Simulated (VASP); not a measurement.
# Ni2O (P4/mmm) in VASP: single point with PBE

Aim: the single point of Ni2O with PBE.

Everything below comes from runs of VASP 6.6.1. Logs are shortened: lines on timing, memory, paths and dates and some standing lists are left out, and cuts for length are marked.

### 1 The cell of the first run

Symmetry: P4/mmm, No. 123, tetragonal system. Conventional cell: a = 2.878 Å, b = 2.878 Å, c = 3.759 Å, α = 90.00°, β = 90.00°, γ = 90.00°. Within 2.9 Å of Ni (site symmetry 4/mmm) lie 4 O at 2.03 Å and 12 Ni at 2.77 to 2.88 Å. Within 2.5 Å of Ni (site symmetry 4/mmm) lie 2 O at 1.88 Å. O (site symmetry 4/mmm) has 6 Ni at 1.88 to 2.03 Å within 2.5 Å.

### 2 Single point, PBE, collinear spin, ferromagnetic start

Contents of INCAR:

```
SYSTEM = Ni2O
PREC = Accurate
ENCUT = 520
EDIFF = 1E-7
ISMEAR = 0
SIGMA = 0.1
LREAL = .FALSE.
LASPH = .TRUE.
NELM = 150
ALGO = Normal
ISIF = 2
LWAVE = .FALSE.
LCHARG = .FALSE.
ISPIN = 2
MAGMOM = 1.04 1.04 1.08 1.08 0.22 0.22
LORBIT = 11
LMAXMIX = 4
GGA = PE
NBANDS = 39
```

Contents of KPOINTS:

```
Automatic mesh
0
G
  6 6 4
  0 0 0
```

Contents of POSCAR:

```
Ni2O
1.0
    4.0694990093      0.0000000000      0.0000000000
    0.0000000000      4.0694990093      0.0000000000
    0.0000000000      0.0000000000      3.7593859953
Ni O
4 2
Direct
    0.0000000000      0.0000000000      0.0000000000
    0.5000000000      0.5000000000      0.0000000000
    0.0000000000      0.5000000000      0.5000011188
    0.5000000000      0.0000000000      0.4999988812
    0.0000000000      0.5000000000      1.0000041348
    0.5000000000      0.0000000000     -0.0000041348
```

Potentials or basis: VASP PAW PBE potentials, release 64 (Ni, O).

Launch:

```sh
$ cat potpaw_PBE.64/Ni/POTCAR potpaw_PBE.64/O/POTCAR > POTCAR
$ mpirun -np 1 vasp_std > vasp.out
```

OUTCAR:

```text
SYSTEM = Ni2O
   PREC = Accurate
   ENCUT = 520
   EDIFF = 1E-7
   ISMEAR = 0
   LREAL = .FALSE.
   LASPH = .TRUE.
   NELM = 150
   ISIF = 2
   ISPIN = 2
   LORBIT = 11
   GGA = PE

 ion  position               nearest neighbor table
   1  0.000  0.000  0.000-   5 2.03   6 2.03   5 2.03   6 2.03   3 2.77   3 2.77   4 2.77   4 2.77
                             4 2.77   3 2.77   3 2.77   4 2.77   2 2.88   2 2.88   2 2.88   2 2.88
   2  0.500  0.500  0.000-   5 2.03   6 2.03   6 2.03   5 2.03   4 2.77   3 2.77   3 2.77   4 2.77
                             4 2.77   3 2.77   3 2.77   4 2.77   1 2.88   1 2.88   1 2.88   1 2.88
   3  0.000  0.500  0.500-   5 1.88   5 1.88   2 2.77   1 2.77   1 2.77   2 2.77   1 2.77   1 2.77
                             2 2.77   2 2.77   4 2.88   4 2.88   4 2.88   4 2.88
   4  0.500  0.000  0.500-   6 1.88   6 1.88   1 2.77   2 2.77   2 2.77   1 2.77   2 2.77   1 2.77
                             1 2.77   2 2.77   3 2.88   3 2.88   3 2.88   3 2.88
   5  0.000  0.500  0.000-   3 1.88   3 1.88   1 2.03   2 2.03   1 2.03   2 2.03
   6  0.500  0.000  1.000-   4 1.88   4 1.88   2 2.03   1 2.03   2 2.03   1 2.03

  LATTYP: Found a simple tetragonal cell.
 ALAT       =     4.0694990093
 C/A-ratio  =     0.9237957760

  Lattice vectors:

 A1 = (   4.0694990093,   0.0000000000,   0.0000000000)
 A2 = (   0.0000000000,   4.0694990093,   0.0000000000)
 A3 = (   0.0000000000,   0.0000000000,   3.7593859953)

Analysis of symmetry for initial positions (statically):
=====================================================================
 Subroutine PRICEL returns:
 Original cell was already a primitive cell.

 Routine SETGRP: Setting up the symmetry group for a
 simple tetragonal supercell.

 Subroutine GETGRP returns: Found 16 space group operations
 (whereof  8 operations were pure point group operations)
 out of a pool of 16 trial point group operations.

The static configuration has the point symmetry D_2d.
 The point group associated with its full space group is D_4h.

Analysis of symmetry for dynamics (positions and initial velocities):
=====================================================================
 Subroutine PRICEL returns:
 Original cell was already a primitive cell.

 Routine SETGRP: Setting up the symmetry group for a
 simple tetragonal supercell.

 Subroutine GETGRP returns: Found 16 space group operations
 (whereof  8 operations were pure point group operations)
 out of a pool of 16 trial point group operations.

The dynamic configuration has the point symmetry D_2d.
 The point group associated with its full space group is D_4h.

Analysis of structural, dynamic, and magnetic symmetry:
=====================================================================
 Subroutine PRICEL returns:
 Original cell was already a primitive cell.

 Routine SETGRP: Setting up the symmetry group for a
 simple tetragonal supercell.

 Subroutine GETGRP returns: Found 16 space group operations
 (whereof  8 operations were pure point group operations)
 out of a pool of 16 trial point group operations.

The overall configuration has the point symmetry D_2d.
 The point group associated with its full space group is D_4h.

 Subroutine INISYM returns: Found 16 space group operations
 (whereof  8 operations are pure point group operations),
 and found     1 'primitive' translations

----------------------------------------------------------------------------------------

                                     Primitive cell

  volume of cell :      62.2585

  direct lattice vectors                    reciprocal lattice vectors
     4.069499009  0.000000000  0.000000000     0.245730494  0.000000000  0.000000000
     0.000000000  4.069499009  0.000000000     0.000000000  0.245730494  0.000000000
     0.000000000  0.000000000  3.759385995     0.000000000  0.000000000  0.266000885

  length of vectors
     4.069499009  4.069499009  3.759385995     0.245730494  0.245730494  0.266000885

  position of ions in fractional coordinates (direct lattice)
     0.000000000  0.000000000  0.000000000
     0.500000000  0.500000000  0.000000000
     0.000000000  0.500000000  0.500001119
     0.500000000  0.000000000  0.499998881
     0.000000000  0.500000000  0.000004135
     0.500000000  0.000000000  0.999995865

  ion indices of the primitive-cell ions
   primitive index   ion index
                 1           1
                 2           2
                 3           3
                 4           4
                 5           5
                 6           6
[... 56 lines left out ...]
   total plane-waves  NPLWV =  25200
   dimension x,y,z NGX =    30 NGY =   30 NGZ =   28
   dimension x,y,z NGXF=    60 NGYF=   60 NGZF=   56
   ions per type =               4   2
   NGX,Y,Z   is equivalent  to a cutoff of  12.26, 12.26, 12.38 a.u.
   NGXF,Y,Z  is equivalent  to a cutoff of  24.51, 24.51, 24.76 a.u.
 SYSTEM =  Ni2O
   PREC   = accura    normal or accurate (medium, high low for compatibility)
   ISTART =      0    job   : 0-new  1-cont  2-samecut
   ICHARG =      2    charge: 1-file 2-atom 10-const
   ISPIN  =      2    spin polarized calculation?
   LNONCOLLINEAR =      F non collinear calculations
   LSORBIT =      F    spin-orbit coupling
   LASPH  =      T    aspherical Exc in radial PAW
   ENCUT  =  520.0 eV  38.22 Ry    6.18 a.u.   7.57  7.57  6.99*2*pi/ulx,y,z
   NELM   =    150;   NELMIN=  2; NELMDL= -5     # of ELM steps
   EDIFF  = 0.1E-06   stopping-criterion for ELM
   LREAL  =      F    real-space projection
   EDIFFG = 0.1E-05   stopping-criterion for IOM
   NSW    =      0    number of steps for IOM
   IBRION =     -1    ionic relax: 0-MD 1-quasi-New 2-CG
   NFREE  =      0    steps in history (QN), initial steepest desc. (CG)
   ISIF   =      2    stress and relaxation
   ISYM   =      2    0-nonsym 1-usesym 2-fastsym
   POTIM  = 0.5000    time-step for ionic-motion
   TEBEG  =    0.0;   TEEND  =   0.0 temperature during run
   PSTRESS=    0.0 pullay stress
   NELECT =      52.0000    total number of electrons
   NUPDOWN=      -1.0000    fix difference up-down
   EMIN   =  10.00;   EMAX   =-10.00  energy-range for DOS
   EFERMI =   0.00;   METHOD = LEGACY
   ISMEAR =     0;   SIGMA  =   0.10  broadening in eV -4-tet -1-fermi 0-gaus
   EFERMI_NEDOS =   21; number of points for ismear=-14 and -15
   IALGO  =     38    algorithm
   IMIX   =      4    mixing-type and parameters
     AMIX     =   0.40;   BMIX     =  1.00
     AMIX_MAG =   1.60;   BMIX_MAG =  1.00
  volume/ion in A,a.u.               =      10.38        70.02
  Fermi-wavevector in a.u.,A,eV,Ry     =   1.541735  2.913456 32.340316  2.376946
  Thomas-Fermi vector in A             =   2.647639
   LORBIT       =     11    0 simple, 1 ext, 2 COOP (PROOUT), +10 PAW based schemes
   GGA     = PE    functional components
   LHFCALC =     F    Hartree Fock is set to
   AEXX    =    0.0000 exact exchange contribution
   IVDW    =     0    specifies the selected vdW correction
   LEPSILON=     F    determine dielectric tensor
   LRPA    =     F    only Hartree local field effects (RPA)
 spin polarized calculation
 Gauss-broadening in eV      SIGMA  =   0.10
  energy-cutoff  :      520.00
  volume of cell :       62.26
 maximum number of plane-waves:      1704
   NGX = 15   NGY = 15   NGZ = 13

 number of electron      52.0000012 magnetization       2.8168064

 Free energy of the ion-electron system (eV)
  ---------------------------------------------------
  ext. energy  EPLUGINS =         0.00000000
  ---------------------------------------------------
  free energy    TOTEN  =       -33.12343486 eV

  energy without entropy =      -33.09455835  energy(sigma->0) =      -33.10899661

 E-fermi :   7.9688     XC(G=0): -12.4465

 val. band max:        7.9607682126   @ k =   0.1667   0.0000   0.2500
 cond. band min:       7.9731722499   @ k =   0.3333   0.0000   0.5000
 fundamental gap:      0.0124040373
 Fermi energy:         7.9688027816

 spin component 1

 k-point     1 :       0.0000    0.0000    0.0000
  band No.  band energies     occupation
      1     -13.4508      1.00000
      2     -12.6137      1.00000
      3       0.7291      1.00000
      4       0.7291      1.00000
      5       1.2484      1.00000
      6       2.3032      1.00000
[... 973 lines left out ...]
     37      19.9238      0.00000
     38      19.9238      0.00000

 [... further k-points ...]

 spin component 2

 k-point     1 :       0.0000    0.0000    0.0000
  band No.  band energies     occupation
      1     -13.2352      1.00000
      2     -12.3667      1.00000
      3       0.9198      1.00000
      4       0.9198      1.00000
      5       1.3907      1.00000
      6       2.4784      1.00000
[... 973 lines left out ...]
     37      20.0562      0.00000
     38      20.0580      0.00000

 [... further k-points ...]

 [bands above 38 left out]

------------------------ aborting loop because EDIFF is reached ----------------------------------------

  FORCE on cell =-STRESS in cart. coord.  units (eV):
  Direction    XX          YY          ZZ          XY          YZ          ZX
  --------------------------------------------------------------------------------------
  -------------------------------------------------------------------------------------
  Total        0.1179576      0.1179576      0.2828155      0.0000000      0.0000000      0.0000000
  in kB        3.0355515      3.0355515      7.2780478      0.0000000      0.0000000      0.0000000
  external PRESSURE =       4.4497169 kB  Pullay stress =       0.0000000 kB

 VOLUME and BASIS-vectors are now :
 -----------------------------------------------------------------------------
  energy-cutoff  :      520.00
  volume of cell :       62.26
      direct lattice vectors                 reciprocal lattice vectors
     4.069499009  0.000000000  0.000000000     0.245730494  0.000000000  0.000000000
     0.000000000  4.069499009  0.000000000     0.000000000  0.245730494  0.000000000
     0.000000000  0.000000000  3.759385995     0.000000000  0.000000000  0.266000885

 POSITION                                       TOTAL-FORCE (eV/Angst)
 -----------------------------------------------------------------------------------
      0.00000      0.00000      0.00000        -0.000000     -0.000000      0.000000
      2.03475      2.03475      0.00000         0.000000      0.000000      0.000000
      0.00000      2.03475      1.87970        -0.000000      0.000000      0.000143
      2.03475      0.00000      1.87969        -0.000000     -0.000000     -0.000143
      0.00000      2.03475      0.00002         0.000000      0.000000     -0.000192
      2.03475      0.00000      3.75937        -0.000000     -0.000000      0.000192
 -----------------------------------------------------------------------------------
    total drift:                                0.000000      0.000000      0.000000

  FREE ENERGIE OF THE ION-ELECTRON SYSTEM (eV)
  ---------------------------------------------------
  free  energy   TOTEN  =       -33.1234348586 eV

  energy  without entropy=      -33.0945583539  energy(sigma->0) =      -33.10899661

 total charge

# of ion       s       p       d       tot
------------------------------------------
    1        0.333   0.399   8.402   9.134
    2        0.333   0.399   8.402   9.134
    3        0.380   0.417   8.424   9.221
    4        0.380   0.417   8.424   9.221
    5        1.556   3.445   0.000   5.000
    6        1.556   3.445   0.000   5.000
--------------------------------------------------
tot          4.537   8.521  33.652  46.710

 magnetization (x)

# of ion       s       p       d       tot
------------------------------------------
    1        0.009   0.001   0.751   0.760
    2        0.009   0.001   0.751   0.760
    3        0.005  -0.009   0.549   0.545
    4        0.005  -0.009   0.549   0.545
    5        0.015   0.111   0.000   0.126
    6        0.015   0.111   0.000   0.126
--------------------------------------------------
tot          0.056   0.206   2.599   2.861
```

It took 2.3 min on 1 thread of Intel Xeon Platinum 8375C at 2.90GHz (Ice Lake), shared host; peak memory 0.24 GiB.

Results:

```yaml
Free_energy: -33.1234 eV
Pressure: 0.4 GPa
Net_moment: 2.82 μB per cell
Site_moments: Ni +0.76, +0.55 (each value once); O +0.13 μB
Valence_electrons_inside_the_program's_atomic_spheres: Ni 9.13, 9.22 (each value once); O 5.00
```

Stress tensor (GPa, compression positive):
```
0.30 0.00 0.00
0.00 0.30 0.00
0.00 0.00 0.73
```

Levels at points of the mesh, in eV from the Fermi level:
Spin up:
```csv
k point,band 25,band 26,band 27,band 28,band 29,band 30,band 31,band 32
"(0.00, 0.00, 0.00)",-0.82,-0.82,-0.74,-0.44,0.28,4.71,5.21,5.21
"(0.50, 0.00, 0.00)",-0.85,-0.85,-0.64,-0.64,1.77,1.77,7.72,7.72
"(0.50, 0.50, 0.00)",-0.94,-0.94,0.46,0.46,2.97,2.97,3.15,3.15
"(0.00, 0.00, 0.50)",-0.72,-0.72,-0.44,0.35,1.74,3.60,5.30,5.30
"(0.50, 0.00, 0.50)",-0.39,-0.39,-0.16,-0.16,2.85,2.85,5.57,5.57
"(0.50, 0.50, 0.50)",-0.17,-0.17,0.36,0.36,0.72,0.72,6.72,6.72
```
Spin down:
```
           k point  band 22  band 23  band 24  band 25  band 26  band 27  band 28  band 29
(0.00, 0.00, 0.00)    -0.28    -0.28    -0.21    -0.21    -0.10     0.04     0.29     0.92
(0.50, 0.00, 0.00)    -0.71    -0.62    -0.62    -0.24    -0.24     0.42     0.42     2.29
(0.50, 0.50, 0.00)    -0.74    -0.63    -0.63    -0.22    -0.22     1.77     1.77     3.16
(0.00, 0.00, 0.50)    -0.51    -0.27    -0.21    -0.21    -0.06     0.04     1.16     1.88
(0.50, 0.00, 0.50)    -0.37    -0.28    -0.28     0.21     0.21     0.66     0.66     3.28
(0.50, 0.50, 0.50)    -0.40    -0.09    -0.09     0.46     0.46     1.05     1.05     1.90
```

Caveat: the k points lie up to 0.42 Å⁻¹ apart.
